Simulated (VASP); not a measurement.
# Ge3H in VASP: single point with PBE

Aim: the single point of Ge3H with PBE.

Everything below comes from runs of VASP 6.6.1. Logs are shortened: lines on timing, memory, paths and dates and some standing lists are left out, and cuts for length are marked.

### 1 The cell of the first run

The cell holds a wire or tube with vacuum around it, 16 atoms: a = 21.700 Å, b = 10.000 Å, c = 7.004 Å, α = 90.00°, β = 90.00°, γ = 90.00°.

### 2 Single point, PBE

Input file INCAR:

```
SYSTEM = Ge3H
PREC = Accurate
ENCUT = 410
EDIFF = 1E-6
ISMEAR = 0
SIGMA = 0.05
LREAL = .False.
LASPH = .True.
NELM = 120
ALGO = Normal
ISIF = 2
LWAVE = .False.
LCHARG = .False.
GGA = PE
NBANDS = 100
GGA_COMPAT = .False.
```

Input file KPOINTS:

```
regular mesh
0
Gamma
  1 1 8
  0 0 0
```

Input file POSCAR:

```
Ge3H
1.0
   21.7000000000      0.0000000000      0.0000000000
    0.0000000000     10.0000000000      0.0000000000
    0.0000000000      0.0000000000      7.0041111412
Ge H
12 4
Direct
    0.7329392542      0.4661011537      0.3333333333
    0.5465878508      0.4661011537      0.3333333333
    0.6397635525      0.4661011537      0.8333333333
    0.3602364475      0.4661011537      0.3333333333
    0.4534121492      0.4661011537      0.8333333333
    0.2670607458      0.4661011537      0.8333333333
    0.6397635525      0.5338988463      0.1666666667
    0.7329392542      0.5338988463      0.6666666667
    0.4534121492      0.5338988463      0.1666666667
    0.5465878508      0.5338988463      0.6666666667
    0.2670607458      0.5338988463      0.1666666667
    0.3602364475      0.5338988463      0.6666666667
    0.7919609247      0.5090472545      0.2277591879
    0.2080390753      0.5090472545      0.7277591879
    0.7919609247      0.4909527455      0.7722408121
    0.2080390753      0.4909527455      0.2722408121
```

Potentials or basis: VASP PAW PBE potentials, release 64 (Ge_d, H).

Launch:

```
cat potpaw_PBE.64/Ge_d/POTCAR potpaw_PBE.64/H/POTCAR > POTCAR
mpirun -np 1 vasp_std > vasp.out
```

OUTCAR:

```text
SYSTEM = Ge3H
   PREC = Accurate
   ENCUT = 410
   EDIFF = 1E-6
   ISMEAR = 0
   LREAL = .False.
   LASPH = .True.
   NELM = 120
   ISIF = 2
   GGA = PE

 ion  position               nearest neighbor table
   1  0.733  0.466  0.333-  13 1.54   7 2.43   8 2.43
   2  0.547  0.466  0.333-   9 2.43   7 2.43  10 2.43
   3  0.640  0.466  0.833-   8 2.43  10 2.43   7 2.43
   4  0.360  0.466  0.333-   9 2.43  11 2.43  12 2.43
   5  0.453  0.466  0.833-  10 2.43  12 2.43   9 2.43
   6  0.267  0.466  0.833-  14 1.54  12 2.43  11 2.43
   7  0.640  0.534  0.167-   1 2.43   2 2.43   3 2.43
   8  0.733  0.534  0.667-  15 1.54   3 2.43   1 2.43
   9  0.453  0.534  0.167-   2 2.43   4 2.43   5 2.43
  10  0.547  0.534  0.667-   5 2.43   3 2.43   2 2.43
  11  0.267  0.534  0.167-  16 1.54   4 2.43   6 2.43
  12  0.360  0.534  0.667-   5 2.43   6 2.43   4 2.43
  13  0.792  0.509  0.228-   1 1.54
  14  0.208  0.509  0.728-   6 1.54
  15  0.792  0.491  0.772-   8 1.54
  16  0.208  0.491  0.272-  11 1.54

  LATTYP: Found a simple orthorhombic cell.
 ALAT       =     7.0041111412
 B/A-ratio  =     1.4277329126
 C/A-ratio  =     3.0981804204

  Lattice vectors:

 A1 = (   0.0000000000,   0.0000000000,  -7.0041111412)
 A2 = (   0.0000000000,  10.0000000000,   0.0000000000)
 A3 = (  21.7000000000,   0.0000000000,   0.0000000000)

Analysis of symmetry for initial positions (statically):
=====================================================================
 Subroutine PRICEL returns:
 Original cell was already a primitive cell.

 Routine SETGRP: Setting up the symmetry group for a
 simple orthorhombic supercell.

 Subroutine GETGRP returns: Found  4 space group operations
 (whereof  2 operations were pure point group operations)
 out of a pool of  8 trial point group operations.

The static configuration has the point symmetry C_2 .
 The point group associated with its full space group is C_2h.

Analysis of symmetry for dynamics (positions and initial velocities):
=====================================================================
 Subroutine PRICEL returns:
 Original cell was already a primitive cell.

 Routine SETGRP: Setting up the symmetry group for a
 simple orthorhombic supercell.

 Subroutine GETGRP returns: Found  4 space group operations
 (whereof  2 operations were pure point group operations)
 out of a pool of  8 trial point group operations.

The dynamic configuration has the point symmetry C_2 .
 The point group associated with its full space group is C_2h.

[... 111 lines left out ...]
   NFREE  =      0    steps in history (QN), initial steepest desc. (CG)
   ISIF   =      2    stress and relaxation
   ISYM   =      2    0-nonsym 1-usesym 2-fastsym
   POTIM  = 0.5000    time-step for ionic-motion
   TEBEG  =    0.0;   TEEND  =   0.0 temperature during run
   PSTRESS=    0.0 pullay stress
   NELECT =     172.0000    total number of electrons
   NUPDOWN=      -1.0000    fix difference up-down
   EMIN   =  10.00;   EMAX   =-10.00  energy-range for DOS
   EFERMI =   0.00;   METHOD = LEGACY
   ISMEAR =     0;   SIGMA  =   0.05  broadening in eV -4-tet -1-fermi 0-gaus
   EFERMI_NEDOS =   21; number of points for ismear=-14 and -15
   IALGO  =     38    algorithm
   IMIX   =      4    mixing-type and parameters
     AMIX     =   0.40;   BMIX     =  1.00
     AMIX_MAG =   1.60;   BMIX_MAG =  1.00
  volume/ion in A,a.u.               =      94.99       641.05
  Fermi-wavevector in a.u.,A,eV,Ry     =   0.791857  1.496393  8.531362  0.627037
  Thomas-Fermi vector in A             =   1.897480
   LORBIT       =      0    0 simple, 1 ext, 2 COOP (PROOUT), +10 PAW based schemes
   GGA     = PE    functional components
   LHFCALC =     F    Hartree Fock is set to
   AEXX    =    0.0000 exact exchange contribution
   IVDW    =     0    specifies the selected vdW correction
   LEPSILON=     F    determine dielectric tensor
   LRPA    =     F    only Hartree local field effects (RPA)
 non-spin polarized calculation
 Gauss-broadening in eV      SIGMA  =   0.05
  energy-cutoff  :      410.00
  volume of cell :     1519.89
 maximum number of plane-waves:     28683
 NGX is ok and might be reduce to   144
   NGX = 71   NGY = 33   NGZ = 23

 number of electron     171.9999932 magnetization

 Free energy of the ion-electron system (eV)
  ---------------------------------------------------
  ext. energy  EPLUGINS =         0.00000000
  ---------------------------------------------------
  free energy    TOTEN  =       -60.24406012 eV

  energy without entropy =      -60.24406012  energy(sigma->0) =      -60.24406012

 E-fermi :  -2.7770     XC(G=0):  -2.9565

 val. band max:       -2.9900711564   @ k =   0.0000   0.0000   0.0000
 cond. band min:      -2.5656771659   @ k =   0.0000   0.0000   0.0000
 fundamental gap:      0.4243939905
 Fermi energy:        -2.7770192007

 k-point     1 :       0.0000    0.0000    0.0000
  band No.  band energies     occupation
      1     -27.3299      2.00000
      2     -27.3256      2.00000
      3     -27.3154      2.00000
      4     -27.3060      2.00000
      5     -27.3052      2.00000
      6     -27.3028      2.00000
[... 494 lines left out ...]
     97       0.0530      0.00000
     98       0.0530      0.00000
 [bands above 98 left out]

------------------------ aborting loop because EDIFF is reached ----------------------------------------

  FORCE on cell =-STRESS in cart. coord.  units (eV):
  Direction    XX          YY          ZZ          XY          YZ          ZX
  --------------------------------------------------------------------------------------
  -------------------------------------------------------------------------------------
  Total       -2.3178647     -0.7160984     -2.6840014      0.0000000     -0.6532842      0.0000000
  in kB       -2.4433513     -0.7548671     -2.8293102      0.0000000     -0.6886523      0.0000000
  external PRESSURE =      -2.0091762 kB  Pullay stress =       0.0000000 kB

 VOLUME and BASIS-vectors are now :
 -----------------------------------------------------------------------------
  energy-cutoff  :      410.00
  volume of cell :     1519.89
      direct lattice vectors                 reciprocal lattice vectors
    21.700000000  0.000000000  0.000000000     0.046082949  0.000000000  0.000000000
     0.000000000 10.000000000  0.000000000     0.000000000  0.100000000  0.000000000
     0.000000000  0.000000000  7.004111141     0.000000000  0.000000000  0.142773291

 POSITION                                       TOTAL-FORCE (eV/Angst)
 -----------------------------------------------------------------------------------
     15.90478      4.66101      2.33470        -0.505254      0.043110      0.615844
     11.86096      4.66101      2.33470         0.120535     -0.026080      0.007291
     13.88287      4.66101      5.83676         0.128754     -0.013159     -0.191292
      7.81713      4.66101      2.33470        -0.128754     -0.013159     -0.191292
      9.83904      4.66101      5.83676        -0.120535     -0.026080      0.007291
      5.79522      4.66101      5.83676         0.505254      0.043110      0.615844
[... 8 lines left out ...]
     17.18555      4.90953      5.40886         0.263294     -0.105127      0.175099
      4.51445      4.90953      1.90680        -0.263294     -0.105127      0.175099
 -----------------------------------------------------------------------------------
    total drift:                                0.000000      0.000000     -0.000000

  FREE ENERGIE OF THE ION-ELECTRON SYSTEM (eV)
  ---------------------------------------------------
  free  energy   TOTEN  =       -60.2440601186 eV

  energy  without entropy=      -60.2440601185  energy(sigma->0) =      -60.24406012
```

OSZICAR:

```text
N       E                     dE             d eps       ncg     rms          rms(c)
DAV:   1     0.140949003111E+04    0.14095E+04   -0.76921E+04  1128   0.187E+03
DAV:   2     0.167192718727E+03   -0.12423E+04   -0.12165E+04  1344   0.424E+02
DAV:   3    -0.464475172906E+02   -0.21364E+03   -0.21084E+03  1464   0.185E+02
DAV:   4    -0.616303399816E+02   -0.15183E+02   -0.15026E+02  1096   0.539E+01
[... 15 lines left out ...]
DAV:  20    -0.602439990302E+02   -0.20796E-03   -0.12706E-05   736   0.469E-02    0.223E-03
DAV:  21    -0.602440389294E+02   -0.39899E-04   -0.26397E-06   764   0.204E-02    0.197E-03
DAV:  22    -0.602440539165E+02   -0.14987E-04   -0.10218E-06   692   0.101E-02    0.474E-04
DAV:  23    -0.602440599945E+02   -0.60780E-05   -0.87385E-07   716   0.925E-03    0.728E-04
DAV:  24    -0.602440601186E+02   -0.12412E-06   -0.11450E-07   648   0.506E-03
   1 F= -.60244060E+02 E0= -.60244060E+02  d E =-.107319E-09
```

stdout:

```text
POSCAR found type information on POSCAR GeH
 POSCAR found :  2 types and      16 ions
 scaLAPACK will be used
 LDA part: xc-table for (Slater+PW92), standard interpolation
 POSCAR, INCAR and KPOINTS ok, starting setup
 FFT: planning ... GRIDC
 FFT: planning ... GRID_SOFT
 FFT: planning ... GRID
 WAVECAR not read
 entering main loop
```

Run time: 13 min. Hardware: 1 thread of AMD EPYC 9R45 (Zen 5), shared host; peak memory 1.1 GiB.

Results:

```
Free energy            : -60.2441 eV
Largest force          : 0.798 eV/Å
Band gap on the k mesh : 0.42 eV
```

Forces on the atoms (eV/Å):
```
Ge  -0.505  0.043  0.616
Ge   0.121 -0.026  0.007
Ge   0.129 -0.013 -0.191
Ge  -0.129 -0.013 -0.191
Ge  -0.121 -0.026  0.007
Ge   0.505  0.043  0.616
Ge   0.129  0.013  0.191
Ge  -0.505 -0.043 -0.616
Ge  -0.121  0.026 -0.007
Ge   0.121  0.026 -0.007
Ge   0.505 -0.043 -0.616
Ge  -0.129  0.013  0.191
H    0.263  0.105 -0.175
H   -0.263  0.105 -0.175
H    0.263 -0.105  0.175
H   -0.263 -0.105  0.175
```

Levels at points of the mesh, in eV from the valence-band top:
```tsv
k point	band 83	band 84	band 85	band 86	band 87	band 88	band 89	band 90
(0.00, 0.00, 0.00)	-0.64	-0.62	-0.33	0.00	0.42	0.80	0.83	1.50
(0.00, 0.00, 0.50)	-1.34	-1.34	-0.94	-0.94	1.09	1.09	1.74	1.74
```
